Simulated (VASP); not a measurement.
Set up this calculation in VASP 6.6.1, as the native input.

| Property | Result |
| --- | --- |
| Task | single point |
| Functional | LDA |
| Potentials or basis | VASP PAW LDA potentials, release 64 (Na_pv) |
| Cutoff | 520 eV |
| k mesh | 11 × 11 × 6 |
| Occupations | fermi-dirac, width 0.05 eV |
| Spin | no spin polarisation |
| Dipole correction | no |
| Further INCAR settings | ALGO = Normal; EDIFF = 1e-07; NBANDS = 14 |

The structure of Na lies in POSCAR:

```
Na
1.0
    3.7919487511      0.0000000000      0.0000000000
   -1.8959743756      3.2839239483      0.0000000000
    0.0000000000      0.0000000000      6.1947561546
Na
2
Direct
    0.3333333333      0.6666666667      0.2500000000
    0.6666666667      0.3333333333      0.7500000000
```

This cell differs from its parent crystal: volume scaled by 1.02.

One way to write it, as run:

INCAR

```
SYSTEM = Na
PREC     = Accurate       ! precision mode
ENCUT    = 520            ! plane-wave cutoff, eV
EDIFF    = 1E-7           ! SCF threshold, eV
ISMEAR   = -1             ! smearing method
SIGMA    = 0.05           ! smearing width, eV
LREAL    = .FALSE.        ! projectors in reciprocal space
LASPH    = .TRUE.         ! aspherical terms in the spheres
NELM     = 80             ! most SCF steps
ALGO     = Normal         ! electronic algorithm
ISIF     = 2              ! what is computed and relaxed
LWAVE    = .FALSE.        ! write WAVECAR
LCHARG   = .FALSE.        ! write CHGCAR
GGA      = CA             ! functional
NBANDS   = 14             ! bands
```

KPOINTS

```
Automatic mesh
0
G
  11 11 6
  0 0 0
```

Potentials or basis: VASP PAW LDA potentials, release 64 (Na_pv).

Run with:

```bash
$ cat potpaw_LDA.64/Na_pv/POTCAR > POTCAR
$ mpirun -np 1 vasp_std > vasp.out
```

It gave:

| Property | Result |
| --- | --- |
| Pressure | -1.0 GPa |
| Band gap on the k mesh | zero (band 7 reaches 1.81 eV, above the bottom of band 8 at -2.14 eV) |

Run time: 18 s on 1 thread of Intel(R) Xeon(R) Platinum 8559C (Emerald Rapids), with other jobs on the host, peak memory 0.18 GiB.
